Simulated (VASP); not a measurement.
# Al (P6_3/mmc) in VASP: further runs

The runs below take Al through single point, relaxation of cell and atoms, with PBE.

All numbers are computed with VASP 6.6.1; they aren't measurements. Logs are shortened: lines on timing, memory, paths and dates and some standing lists are left out, and cuts for length are marked.

## Step 1: The cell of the first run

It takes space group P6_3/mmc (No. 194, hexagonal). The conventional cell has a = 2.854 Å, b = 2.854 Å, c = 9.383 Å, α = 90.00°, β = 90.00°, γ = 120.00°. Al (site symmetry -3m) has 12 Al at 2.85 to 2.87 Å within 3.8 Å. Within 3.8 Å of Al (site symmetry -6m2) lie 12 Al at 2.85 to 2.87 Å.

This isn't the form of Al at room conditions, which is fcc.

## Step 2: Single point, PBE

Contents of INCAR:

```
PREC = Accurate
ENCUT = 520
EDIFF = 1E-6
ISMEAR = 0
SIGMA = 0.1
LREAL = F
LASPH = T
NELM = 80
ALGO = Normal
ISIF = 2
LWAVE = F
LCHARG = T
GGA = PE
LELF = T
LVHAR = T
NBANDS = 14
```

Contents of KPOINTS:

```
regular mesh
0
Gamma
  12 12 4
```

Contents of POSCAR:

```
Al
1.0
    2.8543223330      0.0000000000      0.0000000000
   -1.4271611665      2.4719156510      0.0000000000
    0.0000000000      0.0000000000      9.3831925854
Al
4
Direct
    0.0000000000      0.0000000000      0.0000000000
    0.3333333333      0.6666666667      0.2500000000
    0.0000000000      0.0000000000      0.5000000000
    0.6666666667      0.3333333333      0.7500000000
```

Potentials or basis: VASP PAW PBE potentials, release 64 (Al).

The run is started by

```
$ cat potpaw_PBE.64/Al/POTCAR > POTCAR
$ mpirun -np 1 vasp_std > vasp.out
```

OUTCAR:

```text
PREC = Accurate
   ENCUT = 520
   EDIFF = 1E-6
   ISMEAR = 0
   LREAL = F
   LASPH = T
   NELM = 80
   ISIF = 2
   GGA = PE

 ion  position               nearest neighbor table
   1  0.000  0.000  0.000-   2 2.87   4 2.87   4 2.87   2 2.87   4 2.87   2 2.87
   2  0.333  0.667  0.250-   1 2.87   3 2.87   1 2.87   3 2.87   1 2.87   3 2.87
   3  0.000  0.000  0.500-   2 2.87   4 2.87   4 2.87   2 2.87   4 2.87   2 2.87
   4  0.667  0.333  0.750-   1 2.87   3 2.87   1 2.87   3 2.87   1 2.87   3 2.87

  LATTYP: Found a hexagonal cell.
 ALAT       =     2.8543223330
 C/A-ratio  =     3.2873626349

  Lattice vectors:

 A1 = (   2.8543223330,   0.0000000000,   0.0000000000)
 A2 = (  -1.4271611665,   2.4719156510,   0.0000000000)
 A3 = (   0.0000000000,   0.0000000000,   9.3831925854)

Analysis of symmetry for initial positions (statically):
=====================================================================
 Subroutine PRICEL returns:
 Original cell was already a primitive cell.

 Routine SETGRP: Setting up the symmetry group for a
 hexagonal supercell.

 Subroutine GETGRP returns: Found 24 space group operations
 (whereof 12 operations were pure point group operations)
 out of a pool of 24 trial point group operations.

The static configuration has the point symmetry D_3d.
 The point group associated with its full space group is D_6h.

Analysis of symmetry for dynamics (positions and initial velocities):
=====================================================================
 Subroutine PRICEL returns:
 Original cell was already a primitive cell.

 Routine SETGRP: Setting up the symmetry group for a
 hexagonal supercell.

 Subroutine GETGRP returns: Found 24 space group operations
 (whereof 12 operations were pure point group operations)
 out of a pool of 24 trial point group operations.

The dynamic configuration has the point symmetry D_3d.
 The point group associated with its full space group is D_6h.

 Subroutine INISYM returns: Found 24 space group operations
 (whereof 12 operations are pure point group operations),
 and found     1 'primitive' translations

----------------------------------------------------------------------------------------

                                     Primitive cell

  volume of cell :      66.2045

  direct lattice vectors                    reciprocal lattice vectors
     2.854322333  0.000000000  0.000000000     0.350345856  0.202272274  0.000000000
    -1.427161166  2.471915651  0.000000000     0.000000000  0.404544548  0.000000000
     0.000000000  0.000000000  9.383192585     0.000000000  0.000000000  0.106573535

  length of vectors
     2.854322333  2.854322333  9.383192585     0.404544548  0.404544548  0.106573535

  position of ions in fractional coordinates (direct lattice)
     0.000000000  0.000000000  0.000000000
     0.333333333  0.666666667  0.250000000
     0.000000000  0.000000000  0.500000000
     0.666666667  0.333333333  0.750000000

  ion indices of the primitive-cell ions
   primitive index   ion index
                 1           1
                 2           2
                 3           3
                 4           4

----------------------------------------------------------------------------------------

 KPOINTS: regular mesh

Automatic generation of k-mesh.
 Grid dimensions read from file:
 generate k-points for:   12   12    4

 Generating k-lattice:

  Cartesian coordinates                     Fractional coordinates (reciprocal lattice)
     0.029195488  0.016856023  0.000000000     0.083333333 -0.000000000  0.000000000
     0.000000000  0.033712046  0.000000000     0.000000000  0.083333333  0.000000000
     0.000000000  0.000000000  0.026643384     0.000000000  0.000000000  0.250000000

  Length of vectors
     0.033712046  0.033712046  0.026643384

  Shift w.r.t. Gamma in fractional coordinates (k-lattice)
     0.000000000  0.000000000  0.000000000

 Subroutine IBZKPT returns following result:
 ===========================================

 Found     57 irreducible k-points:

 Following reciprocal coordinates:
            Coordinates               Weight
  0.000000  0.000000  0.000000      1.000000
  0.083333  0.000000  0.000000      6.000000
  0.166667  0.000000  0.000000      6.000000
  0.250000  0.000000  0.000000      6.000000
  0.333333  0.000000  0.000000      6.000000
  0.416667  0.000000  0.000000      6.000000
[... 16 lines left out ...]
  0.250000  0.000000  0.250000     12.000000
  0.333333  0.000000  0.250000     12.000000
 [... further k-points ...]
   k-points           NKPTS =     57   k-points in BZ     NKDIM =     57   number of bands    NBANDS=     14
   number of dos      NEDOS =    301   number of ions     NIONS =      4
   total plane-waves  NPLWV =  40320
   dimension x,y,z NGX =    24 NGY =   24 NGZ =   70
   dimension x,y,z NGXF=    48 NGYF=   48 NGZF=  140
   ions per type =               4
   NGX,Y,Z   is equivalent  to a cutoff of  13.98, 13.98, 12.40 a.u.
   NGXF,Y,Z  is equivalent  to a cutoff of  27.96, 27.96, 24.80 a.u.
 SYSTEM =  unknown system
   PREC   = accura    normal or accurate (medium, high low for compatibility)
   ISTART =      0    job   : 0-new  1-cont  2-samecut
   ICHARG =      2    charge: 1-file 2-atom 10-const
   ISPIN  =      1    spin polarized calculation?
   LNONCOLLINEAR =      F non collinear calculations
   LSORBIT =      F    spin-orbit coupling
   LASPH  =      T    aspherical Exc in radial PAW
   ENCUT  =  520.0 eV  38.22 Ry    6.18 a.u.   5.31  5.31 17.45*2*pi/ulx,y,z
   NELM   =     80;   NELMIN=  2; NELMDL= -5     # of ELM steps
   EDIFF  = 0.1E-05   stopping-criterion for ELM
   LREAL  =      F    real-space projection
   EDIFFG = 0.1E-04   stopping-criterion for IOM
   NSW    =      0    number of steps for IOM
   IBRION =     -1    ionic relax: 0-MD 1-quasi-New 2-CG
   NFREE  =      0    steps in history (QN), initial steepest desc. (CG)
   ISIF   =      2    stress and relaxation
   ISYM   =      2    0-nonsym 1-usesym 2-fastsym
   POTIM  = 0.5000    time-step for ionic-motion
   TEBEG  =    0.0;   TEEND  =   0.0 temperature during run
   PSTRESS=    0.0 pullay stress
   NELECT =      12.0000    total number of electrons
   NUPDOWN=      -1.0000    fix difference up-down
   EMIN   =  10.00;   EMAX   =-10.00  energy-range for DOS
   EFERMI =   0.00;   METHOD = LEGACY
   ISMEAR =     0;   SIGMA  =   0.10  broadening in eV -4-tet -1-fermi 0-gaus
   EFERMI_NEDOS =   21; number of points for ismear=-14 and -15
   IALGO  =     38    algorithm
   IMIX   =      4    mixing-type and parameters
     AMIX     =   0.40;   BMIX     =  1.00
     AMIX_MAG =   1.60;   BMIX_MAG =  1.00
  volume/ion in A,a.u.               =      16.55       111.69
  Fermi-wavevector in a.u.,A,eV,Ry     =   0.926487  1.750807 11.678952  0.858379
  Thomas-Fermi vector in A             =   2.052455
   LORBIT       =      0    0 simple, 1 ext, 2 COOP (PROOUT), +10 PAW based schemes
   GGA     = PE    functional components
   LHFCALC =     F    Hartree Fock is set to
   AEXX    =    0.0000 exact exchange contribution
   IVDW    =     0    specifies the selected vdW correction
   LEPSILON=     F    determine dielectric tensor
   LRPA    =     F    only Hartree local field effects (RPA)
 non-spin polarized calculation
 Gauss-broadening in eV      SIGMA  =   0.10
  energy-cutoff  :      520.00
  volume of cell :       66.20
 maximum number of plane-waves:      1799
 NGX is ok and might be reduce to    24
   NGX = 11   NGY = 11   NGZ = 35

 number of electron      12.0000000 magnetization

 Free energy of the ion-electron system (eV)
  ---------------------------------------------------
  ext. energy  EPLUGINS =         0.00000000
  ---------------------------------------------------
  free energy    TOTEN  =       -14.92772890 eV

  energy without entropy =      -14.91843125  energy(sigma->0) =      -14.92308008

 E-fermi :   7.9505     XC(G=0): -10.1865

 val. band max:        7.9441806215   @ k =   0.3333   0.0833   0.0000
 cond. band min:       7.9669400782   @ k =   0.2500   0.2500   0.2500
 fundamental gap:      0.0227594568
 Fermi energy:         7.9505114021

 k-point     1 :       0.0000    0.0000    0.0000
  band No.  band energies     occupation
      1      -3.1468      2.00000
      2      -1.4767      2.00000
      3      -1.4734      2.00000
      4       3.3541      2.00000
      5       3.5101      2.00000
      6      11.2755      0.00000
      7      11.2872      0.00000
      8      18.7044      0.00000
      9      18.7044      0.00000
     10      18.8969      0.00000
     11      18.8969      0.00000
     12      19.8729      0.00000
     13      19.8756      0.00000
     14      20.0858      0.00000

 k-point     2 :       0.0833    0.0000    0.0000
  band No.  band energies     occupation
      1      -2.9787      2.00000
      2      -1.3105      2.00000
      3      -1.3072      2.00000
      4       3.5101      2.00000
      5       3.6745      2.00000
      6      11.4101      0.00000
      7      11.4279      0.00000
      8      16.0992      0.00000
      9      17.2168      0.00000
     10      17.4532      0.00000
     11      17.5438      0.00000
     12      18.6185      0.00000
     13      18.6395      0.00000
     14      18.6943      0.00000

 k-point     3 :       0.1667    0.0000    0.0000
  band No.  band energies     occupation
      1      -2.4755      2.00000
      2      -0.8132      2.00000
      3      -0.8097      2.00000
      4       3.9779      2.00000
      5       4.1635      2.00000
      6      11.7053      0.00000
      7      11.8145      0.00000
      8      13.1589      0.00000
      9      14.4215      0.00000
     10      14.5604      0.00000
     11      15.9209      0.00000
     12      17.3426      0.00000
     13      17.3501      0.00000
     14      17.3553      0.00000
[... 324 lines left out ...]
 k-point    23 :       0.2500    0.0000    0.2500
  band No.  band energies     occupation
      1      -1.5368      2.00000
      2      -0.7079      2.00000
      3       0.9351      2.00000
      4       3.3612      2.00000
      5       6.5259      2.00000
      6       9.8521      0.00000
      7      10.5058      0.00000
      8      11.1093      0.00000
      9      12.3971      0.00000
     10      14.5317      0.00000
     11      14.9576      0.00000
     12      15.0042      0.00000
     13      15.7224      0.00000
     14      16.5443      0.00000

 k-point    24 :       0.3333    0.0000    0.2500
  band No.  band energies     occupation
      1      -0.3776      2.00000
      2       0.4443      2.00000
      3       2.0714      2.00000
      4       4.4600      2.00000
      5       7.1299      2.00000
      6       7.7512      1.99517
      7       8.3988      0.00000
      8       9.7495      0.00000
      9      11.6252      0.00000
     10      12.0508      0.00000
     11      14.2870      0.00000
     12      14.7590      0.00000
     13      15.0056      0.00000
     14      15.4429      0.00000

 [... further k-points ...]
[... 5 lines left out ...]
  --------------------------------------------------------------------------------------
  -------------------------------------------------------------------------------------
  Total        0.1896161      0.1896161     -0.4679145      0.0000000      0.0000000      0.0000000
  in kB        4.5887943      4.5887943    -11.3237380      0.0000000      0.0000000      0.0000000
  external PRESSURE =      -0.7153832 kB  Pullay stress =       0.0000000 kB

 VOLUME and BASIS-vectors are now :
 -----------------------------------------------------------------------------
  energy-cutoff  :      520.00
  volume of cell :       66.20
      direct lattice vectors                 reciprocal lattice vectors
     2.854322333  0.000000000  0.000000000     0.350345856  0.202272274  0.000000000
    -1.427161166  2.471915651  0.000000000     0.000000000  0.404544548  0.000000000
     0.000000000  0.000000000  9.383192585     0.000000000  0.000000000  0.106573535

 POSITION                                       TOTAL-FORCE (eV/Angst)
 -----------------------------------------------------------------------------------
      0.00000      0.00000      0.00000        -0.000000      0.000000     -0.000000
     -0.00000      1.64794      2.34580         0.000000     -0.000000      0.000000
      0.00000      0.00000      4.69160         0.000000      0.000000     -0.000000
      1.42716      0.82397      7.03739        -0.000000      0.000000      0.000000
 -----------------------------------------------------------------------------------
    total drift:                               -0.000000      0.000000      0.000000

  FREE ENERGIE OF THE ION-ELECTRON SYSTEM (eV)
  ---------------------------------------------------
  free  energy   TOTEN  =       -14.9277289032 eV

  energy  without entropy=      -14.9184312498  energy(sigma->0) =      -14.92308008
```

Run time: 46 s. Hardware: 1 thread of Intel Xeon 8259CL, shared host; peak memory 0.2 GiB.

Results:

```
Free energy            : -14.9277 eV
Pressure               : -0.1 GPa
Band gap on the k mesh : zero (bands 6 and 7 overlap by 5.06 eV)
```

## Step 3: Single point, PBE

This run uses another cell than the first one, of 15.90 Å³/atom.

Contents of INCAR:

```
SYSTEM = Al
ALGO     = Normal         ! electronic algorithm
EDIFF    = 1E-7           ! SCF threshold, eV
ENCUT    = 520            ! plane-wave cutoff, eV
GGA      = PE             ! functional
ISIF     = 2              ! what is computed and relaxed
ISMEAR   = 0              ! smearing method
LASPH    = .TRUE.         ! aspherical terms in the spheres
LCHARG   = .FALSE.        ! write CHGCAR
LREAL    = .FALSE.        ! projectors in reciprocal space
LWAVE    = .FALSE.        ! write WAVECAR
NBANDS   = 14             ! bands
NELM     = 60             ! most SCF steps
PREC     = Accurate       ! precision mode
SIGMA    = 0.1            ! smearing width, eV
```

Contents of KPOINTS:

```
k-points
0
G
  6 6 2
  0 0 0
```

Contents of POSCAR:

```
Al
1.0
    2.8270770242      0.0000000000      0.0000000000
   -1.4135385121      2.4483205214      0.0000000000
    0.0000000000      0.0000000000      9.1859930700
Al
4
Direct
    0.0000000000      0.0000000000      0.0000000000
    0.3333333300      0.6666666700      0.2500000000
    0.0000000000      0.0000000000      0.5000000000
    0.6666666700      0.3333333300      0.7500000000
```

Potentials or basis: VASP PAW PBE potentials, release 64 (Al).

The run is started by

```
$ cat potpaw_PBE.64/Al/POTCAR > POTCAR
$ mpirun -np 1 vasp_std > vasp.out
```

OUTCAR:

```text
SYSTEM = Al
   EDIFF = 1E-7
   ENCUT = 520
   GGA = PE
   ISIF = 2
   ISMEAR = 0
   LASPH = .TRUE.
   LREAL = .FALSE.
   NELM = 60
   PREC = Accurate

 ion  position               nearest neighbor table
   1  0.000  0.000  0.000-   2 2.82   4 2.82   2 2.82   4 2.82   4 2.82   2 2.82
   2  0.333  0.667  0.250-   1 2.82   3 2.82   1 2.82   3 2.82   1 2.82   3 2.82
   3  0.000  0.000  0.500-   2 2.82   4 2.82   2 2.82   4 2.82   4 2.82   2 2.82
   4  0.667  0.333  0.750-   1 2.82   3 2.82   1 2.82   3 2.82   1 2.82   3 2.82

[... 429 lines left out ...]
  --------------------------------------------------------------------------------------
  -------------------------------------------------------------------------------------
  Total        0.9628771      0.9628771      2.2245835     -0.0000000      0.0000000      0.0000000
  in kB       24.2632756     24.2632756     56.0566654     -0.0000000      0.0000000      0.0000000
  external PRESSURE =      34.8610722 kB  Pullay stress =       0.0000000 kB

 VOLUME and BASIS-vectors are now :
 -----------------------------------------------------------------------------
  energy-cutoff  :      520.00
  volume of cell :       63.58
      direct lattice vectors                 reciprocal lattice vectors
     2.827077024  0.000000000  0.000000000     0.353722234  0.204221627  0.000000000
    -1.413538512  2.448320521  0.000000000     0.000000000  0.408443254  0.000000000
     0.000000000  0.000000000  9.185993070     0.000000000  0.000000000  0.108861393

 POSITION                                       TOTAL-FORCE (eV/Angst)
 -----------------------------------------------------------------------------------
      0.00000      0.00000      0.00000         0.000000      0.000000      0.000000
     -0.00000      1.63221      2.29650        -0.000000     -0.000000      0.000000
      0.00000      0.00000      4.59300         0.000000      0.000000      0.000000
      1.41354      0.81611      6.88949         0.000000      0.000000     -0.000000
 -----------------------------------------------------------------------------------
    total drift:                               -0.000000      0.000000     -0.000000

  FREE ENERGIE OF THE ION-ELECTRON SYSTEM (eV)
  ---------------------------------------------------
  free  energy   TOTEN  =       -14.9600344723 eV

  energy  without entropy=      -14.9504020562  energy(sigma->0) =      -14.95521826
```

OSZICAR:

```text
N       E                     dE             d eps       ncg     rms          rms(c)
DAV:   1     0.519746790205E+01    0.51975E+01   -0.41408E+03   392   0.652E+02
DAV:   2    -0.143643121533E+02   -0.19562E+02   -0.17778E+02   494   0.875E+01
DAV:   3    -0.150520986524E+02   -0.68779E+00   -0.67868E+00   556   0.129E+01
DAV:   4    -0.150563631438E+02   -0.42645E-02   -0.42640E-02   494   0.127E+00
DAV:   5    -0.150564087281E+02   -0.45584E-04   -0.45585E-04   528   0.139E-01    0.271E+00
DAV:   6    -0.150002248340E+02    0.56184E-01   -0.58573E-03   442   0.431E-01    0.157E+00
DAV:   7    -0.149605022115E+02    0.39723E-01   -0.14940E-02   452   0.644E-01    0.222E-01
DAV:   8    -0.149600445972E+02    0.45761E-03   -0.27420E-04   546   0.868E-02    0.319E-02
DAV:   9    -0.149600366616E+02    0.79357E-05   -0.48901E-06   498   0.115E-02    0.444E-03
DAV:  10    -0.149600347199E+02    0.19417E-05   -0.10728E-07   418   0.186E-03    0.328E-03
DAV:  11    -0.149600344975E+02    0.22240E-06   -0.10413E-08   312   0.665E-04    0.461E-04
DAV:  12    -0.149600344723E+02    0.25167E-07   -0.12481E-09   286   0.241E-04
   1 F= -.14960034E+02 E0= -.14955218E+02  d E =-.963242E-02
```

Wall time 15 s (1 thread of Intel Xeon 8259CL, shared host); peak memory 0.18 GiB.

What came out:

- Free energy: -14.9600 eV
- Pressure: 3.5 GPa
- Band gap on the k mesh: zero (bands 6 and 7 overlap by 5.33 eV)

Levels at points of the mesh, in eV from the Fermi level:
```tsv
k point	band 4	band 5	band 6	band 7	band 8	band 9
(0.00, 0.00, 0.00)	-4.62	-4.29	3.70	3.71	10.96	10.96
(0.50, 0.00, 0.00)	-3.88	-3.29	-3.22	0.92	1.36	1.51
(0.00, 0.00, 0.50)	-7.42	-0.73	-0.73	8.69	8.69	11.30
(0.50, 0.00, 0.50)	-4.83	-1.80	-1.80	-1.12	-1.12	4.83
```

Caveat: the k points lie up to 0.43 Å⁻¹ apart, too coarse for converged energies and pressures of a metal.

(Part 1 of 2 ends here.)
